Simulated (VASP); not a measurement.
Input of a VASP 6.6.1 run:

File INCAR:

```
SYSTEM = H4C2O3
PREC = Accurate
ENCUT = 520
EDIFF = 1E-7
ISMEAR = -1
SIGMA = 0.02
LREAL = Auto
LASPH = .TRUE.
NELM = 80
ALGO = Normal
ISIF = 2
LWAVE = .FALSE.
LCHARG = .FALSE.
GGA = CA
NBANDS = 64
```

The input KPOINTS:

```
regular mesh
0
G
  1 1 1
  0 0 0
```

Contents of POSCAR:

```
H4C2O3
1.0
    6.3627620000      0.0000000000      0.0000000000
    0.0000000000      6.3627620000      0.0000000000
    0.0000000000      0.0000000000      6.3627620000
O C H
9 6 12
Direct
    0.3043961097      0.9295648651      0.9618150105
    0.9171017241      0.0688380298      0.8198797943
    0.6603893089      1.1494064999      0.2957206320
    0.3272006717      0.3083409375      1.0468409788
    0.6012483258      0.2887425304      0.8249090568
    0.8962774342      0.8745573070      0.1311851677
    1.0317217586      0.6282963279     -0.0703153756
    0.4689787234      0.4659768824      0.4256642005
    0.7988826236      0.5567550696      0.5385239932
    0.4416635417      0.8030631980      0.9376431179
    0.8840500399      0.2627475301      0.8589351605
    0.5934686855      1.0004931820      0.3923453368
    0.5093699874      0.3589636073      0.9822463892
    0.9815077163      0.6981244937      0.1111309837
    0.6077077848      0.5752061762      0.5422330743
    0.6213653756      0.8129331256      0.9168345445
    0.3723383021      0.6415138583      0.9597561562
    0.8741172466      0.3179436855      1.0225276382
    0.9192077277      0.3815638554      0.7438593491
    0.6167133078      0.8379065569      0.3262262521
    0.5315458915      1.0343464049      0.5419973276
    0.2709986638      0.1586575138      1.0183627802
    0.5934529690      0.4503547359      1.0969292895
    0.9182961739      0.9666871085     -0.0105300183
    1.0051138169      0.5953075095      0.2477226085
    0.5636860219      0.3279707775      0.3812023772
    0.5144621157      0.7000576165      0.6422368148
```

Potentials or basis: VASP PAW LDA potentials, release 64 (O, C, H).

Run with:

```console
$ cat potpaw_LDA.64/O/POTCAR potpaw_LDA.64/C/POTCAR potpaw_LDA.64/H/POTCAR > POTCAR
$ mpirun -np 1 vasp_gam > vasp.out
```

**Question.** Estimate the band gap on the k mesh.

**Answer.** 1.84 eV.

**Question.** What does it give for the pressure?

**Answer.** 3.5 GPa.

**Question.** What does it give for the largest force?

**Answer.** 5.114 eV/Å.

Stress tensor (GPa, compression positive):
```
 0.43 -0.43 -0.20
-0.43  6.90 -2.29
-0.20 -2.29  3.04
```

Caveat: the k points lie up to 0.99 Å⁻¹ apart.
